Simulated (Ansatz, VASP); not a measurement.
Two plane-wave programs on HfB2

The input INCAR:

```
PREC = Accurate
ENCUT = 500
EDIFF = 1E-6
ISMEAR = 0
SIGMA = 0.1
LREAL = False
LASPH = True
NELM = 120
ALGO = Normal
ISIF = 2
LWAVE = False
LCHARG = True
GGA = PE
LELF = True
LVHAR = True
NBANDS = 15
GGA_COMPAT = False
```

KPOINTS

```
regular mesh
0
Gamma
  9 9 8
```

The input POSCAR:

```
HfB2
1.0
    3.1326790839      0.0000000000      0.0000000000
   -1.5663395419      2.7129796685      0.0000000000
    0.0000000000      0.0000000000      3.4792139900
Hf B
1 2
Direct
    0.0000000000      0.0000000000      0.0000000000
    0.3333333333      0.6666666667      0.5000000000
    0.6666666667      0.3333333333      0.5000000000
```

Input for Ansatz:

```yaml
crystal:
  lattice:
    - [3.1326790839, 0.0, 0.0]
    - [-1.5663395419, 2.7129796685, 0.0]
    - [0.0, 0.0, 3.47921399]
  atoms:
    - { symbol: Hf, position: [0.0, 0.0, 0.0] }
    - { symbol: B, position: [0.3333333333, 0.6666666667, 0.5] }
    - { symbol: B, position: [0.6666666667, 0.3333333333, 0.5] }
basis: {}
kpoints:
  mp_grid: { grid: [9, 9, 8] }
hamiltonian:
  xc: pbe
  pseudopotentials: { kind: nc }
scf:
  occupations: { method: gaussian, width: 0.1 }
  mixing: { preconditioner: local_kerker, globalisation: backtrack }
  initial_density: { chi_scale: 0, normalization: atom }
  max_iter: 57
output:
  forces: true
  stress: true
  eigenvalues: true
```

Alike in both runs: task single point; functional PBE; k mesh 9 × 9 × 8; occupations gaussian, width 0.1 eV; no spin polarisation.

|  | VASP | Ansatz |
| --- | --- | --- |
| version | VASP 6.6.1 | Ansatz 0.2.0 |
| potentials or method | VASP PAW PBE potentials, release 64 (Hf_pv, B) | scalar-relativistic, plane waves, norm-conserving potentials |
| plane-wave cutoff (eV) | 500 | 1143 |
| valence electrons in the cell | 16 | 32 |

```tsv
	VASP	Ansatz	Ansatz less VASP
gap on the k mesh at the Fermi level (eV)	none	none	-
pressure (GPa)	2.4	2.8	+0.45
traceless stress, the component that is largest in VASP (GPa)	-0.54	-0.73	-0.196
```

A gap of «none» marks a metal or a gap that the smearing closes. VASP's potentials hold 16 valence electrons a cell and Ansatz's 32, so a difference there can come from the potentials and not from the codes.

Spin-orbit coupling is off throughout.
